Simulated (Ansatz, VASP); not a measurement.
# Si: VASP beside Ansatz

```xyz
4
Lattice="3.8513 0.0000 0.0000 -1.9256 3.3353 0.0000 0.0000 0.0000 6.3650" Properties=species:S:1:pos:R:3 pbc="T T T"
Si    0.0000    2.2235    0.4006
Si    1.9256    1.1118    3.5831
Si    0.0000    2.2235    2.7820
Si    1.9256    1.1118    5.9645
```

Alike in both runs: task single point; functional PBE; k mesh 12 × 12 × 6; occupations gaussian, width 0.02 eV; no spin polarisation.

|  | VASP | Ansatz |
| --- | --- | --- |
| version | VASP 6.6.1 | Ansatz 0.2.0 |
| potentials or method | VASP PAW PBE potentials, release 64 (Si), cutoff 520 eV | scalar-relativistic, plane waves, PAW |
| valence electrons in the cell | 16 | 16 |

|  | VASP | Ansatz | Ansatz less VASP |
| --- | --- | --- | --- |
| gap on the k mesh at the Fermi level (eV) | 0.45 | 0.45 | -0.002 |
| least direct gap on the mesh (eV) | 0.99 | 0.99 | -0.004 |
| pressure (GPa) | -0.1 | 0.0 | +0.08 |
